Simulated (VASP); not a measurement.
A run of VASP 6.6.1 is set up as follows.

The input INCAR:

```
SYSTEM = ZnSe
PREC = Accurate
ENCUT = 600
EDIFF = 1E-6
ISMEAR = 0
SIGMA = 0.02
LREAL = .FALSE.
LASPH = .TRUE.
NELM = 80
ALGO = Normal
ISIF = 3
LWAVE = .FALSE.
LCHARG = .FALSE.
GGA = PE
IBRION = 2
NSW = 100
EDIFFG = -0.005
```

File KPOINTS:

```
regular mesh
0
G
  8 8 8
  0 0 0
```

File POSCAR:

```
ZnSe
1.0
    0.0000000000      2.8324425407      2.8324425407
    2.8324425407      0.0000000000      2.8324425407
    2.8324425407      2.8324425407      0.0000000000
Zn Se
1 1
Direct
    0.0000000000      0.0000000000      0.0000000000
    0.7500000000      0.7500000000      0.7500000000
```

Potentials or basis: VASP PAW PBE potentials, release 64 (Zn, Se).

Command:

```sh
$ cat potpaw_PBE.64/Zn/POTCAR potpaw_PBE.64/Se/POTCAR > POTCAR
$ mpirun -np 1 vasp_std > vasp.out
```

(1) Predict the relaxed volume.

(2) Predict the relaxed cell.

## Answers

(1) 23.65 Å³/atom.

(2) a = 4.059 Å, b = 4.059 Å, c = 4.059 Å, α = 60.00°, β = 60.00°, γ = 60.00°.
